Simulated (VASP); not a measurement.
SnO2: single point with PBE

SnO2:

```
Sn O
1.0
     4.77746    0.00000    0.00000
     0.00000    4.77748    0.00000
     0.00000    0.00000    3.30648
Sn O
2 4
Cartesian
  2.3887 2.3887 1.6532
  0.0000 0.0000 0.0000
  1.3947 1.3949 0.0000
  3.7834 0.9938 1.6532
  0.9941 3.7837 1.6532
  3.3828 3.3825 0.0000
```

This cell differs from its parent crystal: atoms shifted along a free coordinate, c/a of the conventional cell at fixed volume 0.6921.

```yaml
Program: VASP 6.6.1
Task: single point
Functional: PBE
Potentials_or_basis: VASP PAW PBE potentials, release 64 (Sn_d, O)
Cutoff: 520 eV
k_mesh: 6 × 6 × 8
Occupations: gaussian, width 0.05 eV
Spin: no spin polarisation
Dipole_correction: no
Further_INCAR_settings: ALGO = Normal; EDIFF = 1e-06; NBANDS = 35
```

| Item | Value |
| --- | --- |
| Pressure | 0.4 GPa |
| Largest force | 2.001 eV/Å |
| Band gap on the k mesh | 0.35 eV |

Forces on the atoms (eV/Å):
```
Sn   0.000  0.000  0.000
Sn   0.000  0.000  0.000
O    1.415  1.415  0.000
O    1.415 -1.415  0.000
O   -1.415  1.415  0.000
O   -1.415 -1.415  0.000
```

Stress tensor (GPa, compression positive):
```
 3.43  0.00  0.00
 0.00  3.43  0.00
 0.00  0.00 -5.62
```

Levels at points of the mesh, in eV from the valence-band top:
| k point | band 24 | band 25 | band 26 | band 27 | band 28 | band 29 |
| --- | --- | --- | --- | --- | --- | --- |
| (0.00, 0.00, 0.00) | -0.75 | -0.75 | 0.00 | 0.35 | 5.72 | 5.72 |
| (0.50, 0.00, 0.00) | -1.26 | -0.54 | -0.54 | 3.89 | 3.89 | 6.83 |
| (0.00, 0.50, 0.00) | -1.26 | -0.54 | -0.54 | 3.89 | 3.89 | 6.83 |
| (0.50, 0.50, 0.00) | -1.44 | -0.83 | -0.83 | 4.53 | 4.53 | 7.15 |
| (0.00, 0.00, 0.50) | -1.61 | -1.15 | -1.15 | 5.29 | 5.29 | 9.00 |
| (0.50, 0.00, 0.50) | -1.01 | -0.71 | -0.71 | 5.61 | 5.61 | 7.45 |
| (0.00, 0.50, 0.50) | -1.01 | -0.71 | -0.71 | 5.61 | 5.61 | 7.45 |
| (0.50, 0.50, 0.50) | -0.75 | -0.74 | -0.74 | 3.61 | 3.61 | 9.07 |

It took 83 s on 1 thread of AMD EPYC 9R45 96-Core Processor (Zen 5) (shared host), peak memory 0.26 GiB.

Caveat: the stress differs along the axes, from -6 to 3 GPa; semilocal functionals underestimate gaps, and a narrow one can read as zero; spin-orbit coupling is left out, which moves the levels of the heavy elements; forces of over 1 eV/Å act on the atoms, so gaps and moduli don't describe the material at rest.
